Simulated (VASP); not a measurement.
Runs of VASP 6.6.1 on FeO. The structure is that of space group Fm-3m (No. 225), or close to it. The cells are those of the table. 

```csv
task,cell,cutoff (eV),gap on the mesh (eV),pressure (GPa),moment (μB)
single point,"a = 2.910 Å, angles 60.0°, 2 atoms",520,none,(a),3.81
single point,"a = 3.003 Å, angles 60.0°, 2 atoms",520,none,0.4,4.00
single point,"a = 3.062 Å, angles 60.0°, 2 atoms",520,none,-10.5,4.00
single point,"a = 3.100 Å, angles 60.0°, 2 atoms",520,none,-16.0,4.00
relaxation of shape and atoms at fixed volume,"relaxed from a = 2.910 Å, angles 60.0°, 2 atoms",600,none,21.7,3.81
single point,"a = 3.032 Å, angles 60.0°, 2 atoms",520,none,(b),4.00
```

Alike in all rows: level PBEsol; potentials or basis VASP PAW PBE potentials, release 64 (Fe, O); spin collinear, ferromagnetic start; k mesh 18 × 18 × 18; smearing gaussian 0.1 eV.

Q: Estimate the missing entries.

A: (a) 21.9; (b) -5.5.

Caveats: the PAW data sets were made with another functional, which shifts forces and pressure a little; a cell with one magnetic atom can't hold antiferromagnetic order, which such compounds often take; semilocal functionals often make such compounds metallic where correlation or magnetic order opens a gap, which also shifts bond lengths; the cell stands under tension (at least some runs); the cell stands under pressure (at least some runs); the relaxation stopped at its first step, so nothing moved (at least some runs).

A gap of «none» marks levels without a gap at the run's occupations.
